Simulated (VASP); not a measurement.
A run of VASP 6.6.1 is set up as follows.

Contents of INCAR:

```
PREC = Accurate
ENCUT = 520
EDIFF = 1E-6
ISMEAR = -1
SIGMA = 0.025
LREAL = False
LASPH = True
NELM = 150
ALGO = Normal
ISIF = 2
LWAVE = False
LCHARG = False
MAGMOM = 0 0 0 0 0 0
LORBIT = 11
LSORBIT = True
GGA_COMPAT = False
LORBMOM = True
GGA = RE
NBANDS = 28
```

File KPOINTS:

```
Automatic mesh
0
Gamma
  7 7 7
```

The input POSCAR:

```
KF
1.0
    0.0000000000      2.6718500000      2.6718500000
    2.6718500000      0.0000000000      2.6718500000
    2.6718500000      2.6718500000      0.0000000000
K F
1 1
Direct
    0.0023941138      0.0126367294      0.0246020347
    0.5030158862      0.5121372706      0.5248699653
```

Potentials or basis: VASP PAW PBE potentials, release 64 (K_sv, F).

The run is started by

```sh
$ cat potpaw_PBE.64/K_sv/POTCAR potpaw_PBE.64/F/POTCAR > POTCAR
$ mpirun -np 1 vasp_ncl > vasp.out
```

Q: What does it give for the largest force?

A: 0.004 eV/Å.

Q: What does it give for the pressure?

A: 3.6 GPa.

Q: Predict the net moment.

A: 0.00 μB per cell.

Moments on the atoms (μB; x, y, z):
```
K   0.00 0.00 0.00
F   0.00 0.00 0.00
```

Caveat: the cell differs from its parent crystal (atoms moved at random); the cell stands under pressure; the PAW data sets were made with another functional, which shifts forces and pressure a little.
